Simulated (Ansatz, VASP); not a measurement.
## AgSn2SeI3: VASP beside Ansatz

File INCAR:

```
SYSTEM = AgSn2SeI3
PREC     = Accurate       ! precision mode
ENCUT    = 520            ! plane-wave cutoff, eV
EDIFF    = 1E-6           ! SCF threshold, eV
ISMEAR   = 0              ! smearing method
SIGMA    = 0.1            ! smearing width, eV
LREAL    = .False.        ! projectors in reciprocal space
LASPH    = .True.         ! aspherical terms in the spheres
NELM     = 60             ! most SCF steps
ALGO     = Normal         ! electronic algorithm
ISIF     = 2              ! what is computed and relaxed
LWAVE    = .False.        ! write WAVECAR
LCHARG   = .False.        ! write CHGCAR
GGA      = PE             ! functional
NBANDS   = 42             ! bands
```

File KPOINTS:

```
Automatic mesh
0
Gamma
  4 2 2
  0 0 0
```

File POSCAR:

```
AgSn2SeI3
1.0
    4.6799652136      0.0243697586     -0.0070181647
   -0.0835854995      7.1307586941     -0.0057791670
   -2.3125431619     -2.0053116213      8.9357002733
Ag Sn Se I
1 2 1 3
Direct
    0.5184802674      0.7834202395      0.0490946883
    0.3525837519      0.5958608419      0.7183963958
    0.1928160942      0.9980378408      0.4014606579
    0.3218965271      0.2243390470      0.6678681916
    0.6076907531      0.1546470734      0.2220443064
    0.7474357771      0.6891722925      0.5064829036
    0.9965557992      0.5618223247      0.0092309362
```

Input for Ansatz:

```yaml
crystal:
  lattice:
    - [4.6799652136, 0.0243697586, -0.0070181647]
    - [-0.0835854995, 7.1307586941, -0.005779167]
    - [-2.3125431619, -2.0053116213, 8.9357002733]
  atoms:
    - { symbol: Ag, position: [0.5184802674, 0.7834202395, 0.0490946883] }
    - { symbol: Sn, position: [0.3525837519, 0.5958608419, 0.7183963958] }
    - { symbol: Sn, position: [0.1928160942, 0.9980378408, 0.4014606579] }
    - { symbol: Se, position: [0.3218965271, 0.224339047, 0.6678681916] }
    - { symbol: I, position: [0.6076907531, 0.1546470734, 0.2220443064] }
    - { symbol: I, position: [0.7474357771, 0.6891722925, 0.5064829036] }
    - { symbol: I, position: [0.9965557992, 0.5618223247, 0.0092309362] }
basis:
  ecutwfc: 420
kpoints:
  mp_grid: { grid: [4, 2, 2] }
hamiltonian:
  xc: pbe
scf:
  occupations: { method: gaussian, width: 0.1 }
  lower_state_search: "off"
output:
  forces: true
  stress: true
  eigenvalues: true
```

Alike in both runs: task single point; functional PBE; k mesh 4 × 2 × 2; occupations gaussian, width 0.1 eV; no spin polarisation.

|  | VASP | Ansatz |
| --- | --- | --- |
| version | VASP 6.6.1 | Ansatz 0.2.0 |
| potentials or method | VASP PAW PBE potentials, release 64 (Ag, Sn_d, Se, I), cutoff 520 eV | scalar-relativistic, plane waves, PAW |
| valence electrons in the cell | 66 | 114 |

```csv
,VASP,Ansatz,Ansatz less VASP
gap on the k mesh at the Fermi level (eV),1.21,1.22,+0.007
least direct gap on the mesh (eV),1.21,1.22,+0.007
pressure (GPa),0.0,0.0,+0.01
rms of the force components (eV/Å),0.008,0.010,+0.0016
```

Atom by atom the forces differ by 0.005 eV/Å (rms over components). VASP's potentials hold 66 valence electrons a cell and Ansatz's 114, so a difference there can come from the potentials and not from the codes.

The k mesh is coarse, so the values compare programs but aren't converged. Neither program's run includes spin-orbit coupling.
